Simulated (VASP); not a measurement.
MoS2: single point with PBE

Crystal: MoS2.

```
Mo S
1.0
     5.87493    0.00000    0.00000
     0.00000    5.87493    0.00000
     0.00000    0.00000    3.22524
Mo S
2 4
Cartesian
  0.0000 0.0000 0.0000
  2.9375 2.9375 1.6126
  1.6808 1.6808 0.0000
  1.2566 4.6183 1.6126
  4.6183 1.2566 1.6126
  4.1941 4.1941 0.0000
```

```json
{"Program": "VASP 6.6.1", "Task": "single point", "Functional": "PBE", "Potentials or basis": "VASP PAW PBE potentials, release 64 (Mo_sv, S)", "Cutoff": "520 eV", "k mesh": "4 × 4 × 6", "Occupations": "fermi-dirac, width 0.02 eV", "Spin": "no spin polarisation", "Dipole correction": "no", "Further INCAR settings": "ALGO = Normal; EDIFF = 1e-06; NBANDS = 35"}
```

```yaml
Pressure: 0.0 GPa
Largest_force: 0.004 eV/Å
Band_gap_on_the_k_mesh: zero (bands 26 and 27 overlap by 0.83 eV)
```

Forces on the atoms (eV/Å):
```
Mo   0.000  0.000  0.000
Mo   0.000  0.000  0.000
S   -0.003 -0.003  0.000
S    0.003 -0.003  0.000
S   -0.003  0.003  0.000
S    0.003  0.003  0.000
```

Levels at points of the mesh, in eV from the Fermi level:
```tsv
k point	band 22	band 23	band 24	band 25	band 26	band 27	band 28	band 29	band 30	band 31
(0.00, 0.00, 0.00)	-1.58	-1.46	-0.92	-0.92	-0.42	-0.42	-0.16	0.29	1.62	2.00
(0.50, 0.00, 0.00)	-1.74	-1.73	-1.73	-0.86	-0.86	0.86	0.86	0.93	0.93	3.27
(0.50, 0.50, 0.00)	-2.26	-2.13	-2.13	-0.90	-0.90	-0.39	-0.39	1.83	1.83	3.03
(0.00, 0.00, 0.50)	-3.34	-2.62	-2.62	0.42	0.42	1.00	1.00	1.57	1.57	1.94
(0.50, 0.00, 0.50)	-3.19	-1.69	-1.69	-1.51	-1.51	1.32	1.32	1.44	1.44	2.24
(0.50, 0.50, 0.50)	-2.49	-1.58	-1.58	-0.03	-0.03	0.07	0.07	1.46	1.46	3.29
```

Run time: 2.3 min on 1 thread of AMD EPYC 7R13, on a shared host, peak memory 0.26 GiB.

Caveat: the structure was generated, so it needn't be the stable form of MoS2.
